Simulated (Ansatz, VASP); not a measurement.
Co in VASP and in Ansatz

```
Co
1.0
     2.59316    0.00000    0.00000
    -1.29658    2.24575    0.00000
     0.00000    0.00000    3.56182
Co
2
Direct
  0.33333 0.66667 0.25000
  0.66667 0.33333 0.75000
```

Alike in both runs: task single point; functional PBEsol; k mesh 30 × 30 × 16; occupations gaussian, width 0.15 eV; collinear spin.

|  | VASP | Ansatz |
| --- | --- | --- |
| version | VASP 6.6.1 | Ansatz 0.2.0 |
| potentials or method | VASP PAW PBE potentials, release 64 (Co), cutoff 520 eV | scalar-relativistic, plane waves, PAW |
| valence electrons in the cell | 18 | 34 |

Ansatz gave:

- gap on the k mesh at the Fermi level (eV): none
- pressure (GPa): 5.5
- traceless stress, the component that is largest in VASP (GPa): 29.43
- net moment per atom (μB): 1.49
- size of the moment on the site where the two differ most (μB): 1.55

Q: Estimate VASP's values.

A: gap on the k mesh at the Fermi level (eV): none; pressure (GPa): 4.5; traceless stress, the component that is largest in VASP (GPa): 28.49; net moment per atom (μB): 1.49; size of the moment on the site where the two differ most (μB): 1.50.

VASP's potentials were made for PBE, not for PBEsol. Site moments also hang on the region over which each program counts them. A gap of «none» marks a metal or a gap that the smearing closes. VASP's potentials hold 18 valence electrons a cell and Ansatz's 34, so a difference there can come from the potentials and not from the codes.
